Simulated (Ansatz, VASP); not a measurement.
**One calculation of Na3TeF, two programs**

Contents of INCAR:

```
SYSTEM = Na3TeF
PREC     = Accurate       ! precision mode
ENCUT    = 520            ! plane-wave cutoff, eV
EDIFF    = 1E-6           ! SCF threshold, eV
ISMEAR   = 0              ! smearing method
SIGMA    = 0.02           ! smearing width, eV
LREAL    = .FALSE.        ! projectors in reciprocal space
LASPH    = .TRUE.         ! aspherical terms in the spheres
NELM     = 100            ! most SCF steps
ALGO     = Normal         ! electronic algorithm
ISIF     = 2              ! what is computed and relaxed
LWAVE    = .FALSE.        ! write WAVECAR
LCHARG   = .FALSE.        ! write CHGCAR
GGA      = PE             ! functional
NBANDS   = 25             ! bands
```

Contents of KPOINTS:

```
regular mesh
0
G
  6 6 6
  0 0 0
```

The input POSCAR:

```
Na3TeF
1.0
    4.7796000000      0.0000000000      0.0000000000
    0.0000000000      4.7796000000      0.0000000000
    0.0000000000      0.0000000000      4.7796000000
Te F Na
1 1 3
Direct
    0.0000000000      0.0000000000      0.0000000000
    0.5000000000      0.5000000000      0.5000000000
    0.5000000000      0.5000000000      0.0000000000
    0.5000000000      0.0000000000      0.5000000000
    0.0000000000      0.5000000000      0.5000000000
```

Input for Ansatz:

```yaml
crystal:
  lattice:
    - [4.7796, 0.0, 0.0]
    - [0.0, 4.7796, 0.0]
    - [0.0, 0.0, 4.7796]
  atoms:
    - { symbol: Te, position: [0.0, 0.0, 0.0] }
    - { symbol: F, position: [0.5, 0.5, 0.5] }
    - { symbol: Na, position: [0.5, 0.5, 0.0] }
    - { symbol: Na, position: [0.5, 0.0, 0.5] }
    - { symbol: Na, position: [0.0, 0.5, 0.5] }
basis:
  ecutwfc: 420
kpoints:
  mp_grid: { grid: [6, 6, 6] }
hamiltonian:
  xc: pbe
scf:
  occupations: { method: gaussian, width: 0.02 }
output:
  forces: true
  stress: true
  eigenvalues: true
```

Alike in both runs: task single point; functional PBE; k mesh 6 × 6 × 6; occupations gaussian, width 0.02 eV; no spin polarisation.

```csv
,VASP,Ansatz
version,VASP 6.6.1,Ansatz 0.2.0
potentials or method,"VASP PAW PBE potentials, release 64 (Te, F, Na_pv), cutoff 520 eV","scalar-relativistic, plane waves, PAW"
valence electrons in the cell,34,50
```

Ansatz gave:

```
gap on the k mesh at the Fermi level (eV) : 1.98
least direct gap on the mesh (eV)         : 2.23
pressure (GPa)                            : -0.8
```

**Question.** Which values does VASP return?

**Answer.** gap on the k mesh at the Fermi level (eV): 1.98; least direct gap on the mesh (eV): 2.23; pressure (GPa): -0.9.

VASP's potentials hold 34 valence electrons a cell and Ansatz's 50, so a difference there can come from the potentials and not from the codes.

Neither program's run includes spin-orbit coupling.
